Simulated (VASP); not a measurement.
# BeTe (F-43m) in VASP: further runs, part 2 of 2

VASP 6.6.1.

**3. Single point, HSE06**

This run uses another cell than the first one, of 19.98 Å³/atom.

POSCAR

```
BeTe
1.0
    0.0000000000      2.7134535211      2.7134535211
    2.7134535211      0.0000000000      2.7134535211
    2.7134535211      2.7134535211      0.0000000000
Te Be
1 1
Direct
    0.7500000000      0.7500000000      0.7500000000
    0.0000000000      0.0000000000      0.0000000000
```

INCAR.step1

```
SYSTEM = BeTe
PREC = Accurate
ENCUT = 520
EDIFF = 1E-5
ISMEAR = -1
SIGMA = 0.05
LREAL = .FALSE.
LASPH = .TRUE.
NELM = 100
ALGO = Normal
ISIF = 2
LWAVE = .TRUE.
LCHARG = .FALSE.
GGA = PE
NBANDS = 11
```

INCAR.step2

```
SYSTEM = BeTe
PREC = Accurate
ENCUT = 520
EDIFF = 1E-6
ISMEAR = -1
SIGMA = 0.05
LREAL = .FALSE.
LASPH = .TRUE.
NELM = 100
ALGO = Normal
ISIF = 2
LWAVE = .FALSE.
LCHARG = .FALSE.
GGA = PE
LHFCALC = .TRUE.
HFSCREEN = 0.2079
PRECFOCK = Normal
ISTART = 1
NBANDS = 11
```

KPOINTS

```
regular mesh
0
G
  6 6 6
  0 0 0
```

Potentials or basis: VASP PAW PBE potentials, release 64 (Te, Be).

Command:

```console
$ cat potpaw_PBE.64/Te/POTCAR potpaw_PBE.64/Be/POTCAR > POTCAR
$ cp INCAR.step1 INCAR
$ mpirun -np 1 vasp_std > vasp.out
$ cp INCAR.step2 INCAR
$ mpirun -np 1 vasp_std > vasp.out
```

OUTCAR:

```text
SYSTEM = BeTe
   PREC = Accurate
   ENCUT = 520
   EDIFF = 1E-6
   ISMEAR = -1
   LREAL = .FALSE.
   LASPH = .TRUE.
   NELM = 100
   ISIF = 2
   GGA = PE
   LHFCALC = .TRUE.
   HFSCREEN = 0.2079
   PRECFOCK = Normal
   ISTART = 1

 ion  position               nearest neighbor table
   1  0.750  0.750  0.750-   2 2.35   2 2.35   2 2.35   2 2.35
   2  0.000  0.000  0.000-   1 2.35   1 2.35   1 2.35   1 2.35

  LATTYP: Found a face centered cubic cell.
 ALAT       =     5.4269070422

  Lattice vectors:

 A1 = (   0.0000000000,   2.7134535211,   2.7134535211)
 A2 = (   2.7134535211,   0.0000000000,   2.7134535211)
 A3 = (   2.7134535211,   2.7134535211,   0.0000000000)

Analysis of symmetry for initial positions (statically):
=====================================================================
 Subroutine PRICEL returns:
 Original cell was already a primitive cell.

 Routine SETGRP: Setting up the symmetry group for a
 face centered cubic supercell.

 Subroutine GETGRP returns: Found 24 space group operations
 (whereof 24 operations were pure point group operations)
[... 172 lines left out ...]
      1      -8.3589      2.00000
      2       5.9506      2.00000
      3       5.9506      2.00000
      4       5.9506      2.00000
      5      10.2971      0.00000
      6      10.2972      0.00000
      7      10.2972      0.00000
      8      11.4016      0.00000
      9      15.5048      0.00000
     10      17.4843      0.00000
     11      17.4843      0.00000
[... 197 lines left out ...]
 k-point    16 :      -0.3333    0.5000    0.1667
  band No.  band energies     occupation
      1      -5.7845      2.00000
      2       0.0304      2.00000
      3       1.6589      2.00000
      4       2.0237      2.00000
      5      10.3546      0.00000
      6      10.9986      0.00000
      7      14.7481      0.00000
      8      15.1076      0.00000
      9      18.7765      0.00000
     10      19.9488      0.00000
     11      20.6344      0.00000

------------------------ aborting loop because EDIFF is reached ----------------------------------------

  FORCE on cell =-STRESS in cart. coord.  units (eV):
  Direction    XX          YY          ZZ          XY          YZ          ZX
  --------------------------------------------------------------------------------------
  -------------------------------------------------------------------------------------
  Total        2.0539302      2.0539302      2.0539302      0.0000000      0.0000000      0.0000000
  in kB       82.3567341     82.3567341     82.3567341      0.0000000      0.0000000      0.0000000
  external PRESSURE =      82.3567341 kB  Pullay stress =       0.0000000 kB

 VOLUME and BASIS-vectors are now :
 -----------------------------------------------------------------------------
  energy-cutoff  :      520.00
  volume of cell :       39.96
      direct lattice vectors                 reciprocal lattice vectors
     0.000000000  2.713453521  2.713453521    -0.184267022  0.184267022  0.184267022
     2.713453521  0.000000000  2.713453521     0.184267022 -0.184267022  0.184267022
     2.713453521  2.713453521  0.000000000     0.184267022  0.184267022 -0.184267022

 POSITION                                       TOTAL-FORCE (eV/Angst)
 -----------------------------------------------------------------------------------
      4.07018      4.07018      4.07018        -0.000000     -0.000000     -0.000000
      0.00000      0.00000      0.00000         0.000000      0.000000      0.000000
 -----------------------------------------------------------------------------------
    total drift:                                0.000000      0.000000      0.000000

  FREE ENERGIE OF THE ION-ELECTRON SYSTEM (eV)
  ---------------------------------------------------
  free  energy   TOTEN  =        -8.6445578542 eV

  energy  without entropy=       -8.6445578542  energy(sigma->0) =       -8.64455785
```

OSZICAR.step1:

```text
N       E                     dE             d eps       ncg     rms          rms(c)
DAV:   1     0.204033696197E+02    0.20403E+02   -0.34438E+03   352   0.604E+02
DAV:   2    -0.658309871165E+01   -0.26986E+02   -0.25224E+02   441   0.962E+01
DAV:   3    -0.769317669588E+01   -0.11101E+01   -0.11068E+01   455   0.206E+01
DAV:   4    -0.770474407695E+01   -0.11567E-01   -0.11566E-01   420   0.240E+00
DAV:   5    -0.770496403230E+01   -0.21996E-03   -0.21995E-03   453   0.327E-01    0.490E+00
DAV:   6    -0.751797277841E+01    0.18699E+00   -0.23854E-01   428   0.209E+00    0.289E+00
DAV:   7    -0.746725879340E+01    0.50714E-01   -0.15964E-01   448   0.178E+00    0.658E-01
DAV:   8    -0.746751398032E+01   -0.25519E-03   -0.84491E-03   394   0.543E-01    0.108E-01
DAV:   9    -0.746777357080E+01   -0.25959E-03   -0.42200E-04   438   0.122E-01    0.426E-02
DAV:  10    -0.746783662740E+01   -0.63057E-04   -0.87393E-05   390   0.492E-02    0.202E-02
DAV:  11    -0.746783690072E+01   -0.27332E-06   -0.28764E-06   294   0.969E-03
   1 F= -.74678369E+01 E0= -.74678369E+01  d E =-.267615E-08
```

It took 10 min on 1 thread of Intel Xeon Platinum 8488C (Sapphire Rapids), shared host; peak memory 0.29 GiB.

What came out:

```
Free energy            : -8.6446 eV
Pressure               : 8.2 GPa
Band gap on the k mesh : 2.32 eV (least direct gap 4.35 eV)
```

Levels at points of the mesh, in eV from the valence-band top:
```
           k point  band 2  band 3  band 4  band 5  band 6  band 7
(0.00, 0.00, 0.00)    0.00    0.00    0.00    4.35    4.35    4.35
(0.50, 0.00, 0.00)   -6.94   -1.44   -1.44    4.14    5.39    5.39
(0.50, 0.50, 0.00)   -6.35   -3.36   -3.36    2.32    3.19   11.83
```

Caveat: the cell stands under pressure; the PAW data sets were made with another functional, which shifts forces and pressure a little; spin-orbit coupling is left out, which moves the levels of the heavy elements. A k mesh can miss the band edges.

**4. Single point, HSE06**

This run uses another cell than the first one, of 20.40 Å³/atom.

POSCAR

```
BeTe
1.0
    0.0000000000      2.7325629784      2.7325629784
    2.7325629784      0.0000000000      2.7325629784
    2.7325629784      2.7325629784      0.0000000000
Te Be
1 1
Direct
    0.7500000000      0.7500000000      0.7500000000
    0.0000000000      0.0000000000      0.0000000000
```

INCAR.step1

```
PREC     = Accurate       # precision mode
ENCUT    = 520            # plane-wave cutoff, eV
EDIFF    = 1E-5           # SCF threshold, eV
ISMEAR   = -1             # smearing method
SIGMA    = 0.05           # smearing width, eV
LREAL    = False          # projectors in reciprocal space
LASPH    = True           # aspherical terms in the spheres
NELM     = 80             # most SCF steps
ALGO     = Normal         # electronic algorithm
ISIF     = 2              # what is computed and relaxed
LWAVE    = True           # write WAVECAR
LCHARG   = False          # write CHGCAR
NBANDS   = 11             # bands
GGA      = PE             # functional
```

INCAR.step2

```
PREC     = Accurate       # precision mode
ENCUT    = 520            # plane-wave cutoff, eV
EDIFF    = 1E-6           # SCF threshold, eV
ISMEAR   = -1             # smearing method
SIGMA    = 0.05           # smearing width, eV
LREAL    = False          # projectors in reciprocal space
LASPH    = True           # aspherical terms in the spheres
NELM     = 80             # most SCF steps
ALGO     = Normal         # electronic algorithm
ISIF     = 2              # what is computed and relaxed
LWAVE    = False          # write WAVECAR
LCHARG   = False          # write CHGCAR
GGA      = PE             # functional
LHFCALC  = True           # exact exchange
HFSCREEN = 0.2079         # screening, 1/A
PRECFOCK = Normal       
NBANDS   = 11             # bands
ISTART   = 1
```

KPOINTS

```
regular mesh
0
Gamma
  6 6 6
```

Potentials or basis: VASP PAW PBE potentials, release 64 (Te, Be).

Command:

```console
$ cat potpaw_PBE.64/Te/POTCAR potpaw_PBE.64/Be/POTCAR > POTCAR
$ cp INCAR.step1 INCAR
$ mpirun -np 1 vasp_std > vasp.out
$ cp INCAR.step2 INCAR
$ mpirun -np 1 vasp_std > vasp.out
```

OUTCAR:

```text
PREC = Accurate
   ENCUT = 520
   EDIFF = 1E-6
   ISMEAR = -1
   LREAL = False
   LASPH = True
   NELM = 80
   ISIF = 2
   GGA = PE
   LHFCALC = True
   HFSCREEN = 0.2079
   PRECFOCK = Normal
   ISTART = 1

 ion  position               nearest neighbor table
   1  0.750  0.750  0.750-   2 2.37   2 2.37   2 2.37   2 2.37
   2  0.000  0.000  0.000-   1 2.37   1 2.37   1 2.37   1 2.37

  LATTYP: Found a face centered cubic cell.
[... 410 lines left out ...]
     11      20.2617      0.00000

------------------------ aborting loop because EDIFF is reached ----------------------------------------

  FORCE on cell =-STRESS in cart. coord.  units (eV):
  Direction    XX          YY          ZZ          XY          YZ          ZX
  --------------------------------------------------------------------------------------
  -------------------------------------------------------------------------------------
  Total        1.6252237      1.6252237      1.6252237      0.0000000      0.0000000      0.0000000
  in kB       63.8091860     63.8091860     63.8091860      0.0000000      0.0000000      0.0000000
  external PRESSURE =      63.8091860 kB  Pullay stress =       0.0000000 kB

 VOLUME and BASIS-vectors are now :
 -----------------------------------------------------------------------------
  energy-cutoff  :      520.00
  volume of cell :       40.81
      direct lattice vectors                 reciprocal lattice vectors
     0.000000000  2.732562978  2.732562978    -0.182978399  0.182978399  0.182978399
     2.732562978  0.000000000  2.732562978     0.182978399 -0.182978399  0.182978399
     2.732562978  2.732562978  0.000000000     0.182978399  0.182978399 -0.182978399

 POSITION                                       TOTAL-FORCE (eV/Angst)
 -----------------------------------------------------------------------------------
      4.09884      4.09884      4.09884        -0.000000     -0.000000     -0.000000
      0.00000      0.00000      0.00000         0.000000      0.000000      0.000000
 -----------------------------------------------------------------------------------
    total drift:                                0.000000     -0.000000     -0.000000

  FREE ENERGIE OF THE ION-ELECTRON SYSTEM (eV)
  ---------------------------------------------------
  free  energy   TOTEN  =        -8.6833466390 eV

  energy  without entropy=       -8.6833466390  energy(sigma->0) =       -8.68334664
```

OSZICAR.step1:

```text
N       E                     dE             d eps       ncg     rms          rms(c)
DAV:   1     0.186434560946E+02    0.18643E+02   -0.34175E+03   352   0.587E+02
DAV:   2    -0.663938588857E+01   -0.25283E+02   -0.23545E+02   443   0.927E+01
DAV:   3    -0.771953196536E+01   -0.10801E+01   -0.10782E+01   487   0.200E+01
DAV:   4    -0.772864195830E+01   -0.91100E-02   -0.91093E-02   406   0.205E+00
DAV:   5    -0.772881905255E+01   -0.17709E-03   -0.17709E-03   453   0.288E-01    0.473E+00
DAV:   6    -0.755984908605E+01    0.16897E+00   -0.21303E-01   412   0.195E+00    0.280E+00
DAV:   7    -0.751319562887E+01    0.46653E-01   -0.14676E-01   431   0.170E+00    0.629E-01
DAV:   8    -0.751356134022E+01   -0.36571E-03   -0.80550E-03   409   0.532E-01    0.100E-01
DAV:   9    -0.751382363243E+01   -0.26229E-03   -0.42420E-04   400   0.122E-01    0.387E-02
DAV:  10    -0.751388307225E+01   -0.59440E-04   -0.81068E-05   408   0.469E-02    0.184E-02
DAV:  11    -0.751388380005E+01   -0.72781E-06   -0.28068E-06   294   0.951E-03
   1 F= -.75138838E+01 E0= -.75138838E+01  d E =-.151534E-08
```

Wall time 11 min (1 thread of Intel Xeon Platinum 8488C (Sapphire Rapids), shared host); peak memory 0.29 GiB.

What came out:

```
Free energy            : -8.6833 eV
Pressure               : 6.4 GPa
Band gap on the k mesh : 2.38 eV (least direct gap 4.37 eV)
```

Levels at points of the mesh, in eV from the valence-band top:
```
           k point  band 2  band 3  band 4  band 5  band 6  band 7
(0.00, 0.00, 0.00)    0.00    0.00    0.00    4.37    4.37    4.37
(0.50, 0.00, 0.00)   -6.77   -1.40   -1.40    4.08    5.41    5.41
(0.50, 0.50, 0.00)   -6.22   -3.27   -3.27    2.38    3.23   11.69
```

Caveat: the cell stands under pressure; the PAW data sets were made with another functional, which shifts forces and pressure a little; spin-orbit coupling is left out, which moves the levels of the heavy elements.

**5. Single point, HSE06**

This run uses another cell than the first one, of 20.83 Å³/atom.

POSCAR

```
BeTe
1.0
    0.0000000000      2.7514088358      2.7514088358
    2.7514088358      0.0000000000      2.7514088358
    2.7514088358      2.7514088358      0.0000000000
Te Be
1 1
Direct
    0.7500000000      0.7500000000      0.7500000000
    0.0000000000      0.0000000000      0.0000000000
```

INCAR.step1

```
SYSTEM = BeTe
  ALGO = Normal
  EDIFF = 1E-5
  ENCUT = 520
  GGA = PE
  ISIF = 2
  ISMEAR = -1
  LASPH = .TRUE.
  LCHARG = .FALSE.
  LREAL = .FALSE.
  LWAVE = .TRUE.
  NBANDS = 11
  NELM = 80
  PREC = Accurate
  SIGMA = 0.05
```

INCAR.step2

```
SYSTEM = BeTe
  ALGO = Normal
  EDIFF = 1E-6
  ENCUT = 520
  GGA = PE
  HFSCREEN = 0.2079
  ISIF = 2
  ISMEAR = -1
  ISTART = 1
  LASPH = .TRUE.
  LCHARG = .FALSE.
  LHFCALC = .TRUE.
  LREAL = .FALSE.
  LWAVE = .FALSE.
  NBANDS = 11
  NELM = 80
  PREC = Accurate
  PRECFOCK = Normal
  SIGMA = 0.05
```

KPOINTS

```
k-points
0
G
  6 6 6
  0 0 0
```

Command:

```console
$ cat potpaw_PBE.64/Te/POTCAR potpaw_PBE.64/Be/POTCAR > POTCAR
$ cp INCAR.step1 INCAR
$ mpirun -np 1 vasp_std > vasp.out
$ cp INCAR.step2 INCAR
$ mpirun -np 1 vasp_std > vasp.out
```

Run time: 11 min. Hardware: 1 thread of Intel Xeon Platinum 8488C (Sapphire Rapids), shared host; peak memory 0.29 GiB.

Results (log left out):

```yaml
Free_energy: -8.7127 eV
Pressure: 4.7 GPa
Band_gap_on_the_k_mesh: 2.45 eV (least direct gap 4.40 eV)
```

Levels at points of the mesh, in eV from the valence-band top:
| k point | band 2 | band 3 | band 4 | band 5 | band 6 | band 7 |
| --- | --- | --- | --- | --- | --- | --- |
| (0.00, 0.00, 0.00) | 0.00 | 0.00 | 0.00 | 4.40 | 4.40 | 4.40 |
| (0.50, 0.00, 0.00) | -6.61 | -1.36 | -1.36 | 4.02 | 5.43 | 5.43 |
| (0.50, 0.50, 0.00) | -6.08 | -3.17 | -3.17 | 2.45 | 3.27 | 11.55 |

Caveat: the cell stands under pressure; the PAW data sets were made with another functional, which shifts forces and pressure a little; spin-orbit coupling is left out, which moves the levels of the heavy elements.

**6. Single point, HSE06**

This run uses another cell than the first one, of 21.68 Å³/atom.

POSCAR

```
BeTe
1.0
    0.0000000000      2.7883449055      2.7883449055
    2.7883449055      0.0000000000      2.7883449055
    2.7883449055      2.7883449055      0.0000000000
Te Be
1 1
Direct
    0.7500000000      0.7500000000      0.7500000000
    0.0000000000      0.0000000000      0.0000000000
```

INCAR.step1

```
PREC = Accurate ; ENCUT = 520
EDIFF = 1E-5 ; ISMEAR = -1
SIGMA = 0.05 ; LREAL = False
LASPH = True ; NELM = 60
ALGO = Normal ; ISIF = 2
LWAVE = True ; GGA = PE
NBANDS = 11
```

INCAR.step2

```
PREC = Accurate ; ENCUT = 520
EDIFF = 1E-6 ; ISMEAR = -1
SIGMA = 0.05 ; LREAL = False
LASPH = True ; NELM = 60
ALGO = Normal ; ISIF = 2
LWAVE = False ; LCHARG = True
GGA = PE ; LHFCALC = True
HFSCREEN = 0.2079 ; PRECFOCK = Normal
LELF = True ; LVHAR = True
ISTART = 1 ; NBANDS = 11
```

KPOINTS

```
Automatic mesh
0
Gamma
  6 6 6
```

Potentials or basis: VASP PAW PBE potentials, release 64 (Te, Be).

Command:

```console
$ cat potpaw_PBE.64/Te/POTCAR potpaw_PBE.64/Be/POTCAR > POTCAR
$ cp INCAR.step1 INCAR
$ mpirun -np 1 vasp_std > vasp.out
$ cp INCAR.step2 INCAR
$ mpirun -np 1 vasp_std > vasp.out
```

Run time: 9.8 min. Hardware: 1 thread of Intel Xeon Platinum 8488C (Sapphire Rapids), shared host; peak memory 0.29 GiB.

It converged, with:

```
Free energy            : -8.7465 eV
Pressure               : 1.7 GPa
Band gap on the k mesh : 2.56 eV (least direct gap 4.44 eV)
```

Levels at points of the mesh, in eV from the valence-band top:
| k point | band 1 | band 2 | band 3 | band 4 | band 5 | band 6 | band 7 | band 8 |
| --- | --- | --- | --- | --- | --- | --- | --- | --- |
| (0.00, 0.00, 0.00) | -13.67 | 0.00 | 0.00 | 0.00 | 4.44 | 4.44 | 4.44 | 4.81 |
| (0.50, 0.00, 0.00) | -12.07 | -6.32 | -1.28 | -1.28 | 3.91 | 5.46 | 5.46 | 8.83 |
| (0.50, 0.50, 0.00) | -11.47 | -5.84 | -3.00 | -3.00 | 2.56 | 3.33 | 11.28 | 11.28 |

Caveat: the PAW data sets were made with another functional, which shifts forces and pressure a little; spin-orbit coupling is left out, which moves the levels of the heavy elements. A k mesh can miss the band edges.

**7. Overview**

| cell | k mesh | gap on the mesh (eV) | pressure (GPa) |
| --- | --- | --- | --- |
| a = 3.917 Å, angles 60.0°, 2 atoms | 4 × 4 × 4 | 2.52 | 3.6 |
| a = 3.837 Å, angles 60.0°, 2 atoms | 6 × 6 × 6 | 2.32 | 8.2 |
| a = 3.864 Å, angles 60.0°, 2 atoms | 6 × 6 × 6 | 2.38 | 6.4 |
| a = 3.891 Å, angles 60.0°, 2 atoms | 6 × 6 × 6 | 2.45 | 4.7 |
| a = 3.943 Å, angles 60.0°, 2 atoms | 6 × 6 × 6 | 2.56 | 1.7 |

Alike in all rows: task single point; level HSE06; potentials or basis VASP PAW PBE potentials, release 64 (Te, Be); no spin polarisation; cutoff (eV) 520; smearing fermi-dirac 0.05 eV.

Caveats: some runs use coarse meshes; the PAW data sets were made with another functional, which shifts forces and pressure a little; spin-orbit coupling is left out, which moves the levels of the heavy elements; the cell stands under pressure (at least some runs).

Absolute energies hang on the potentials; compare differences alone.
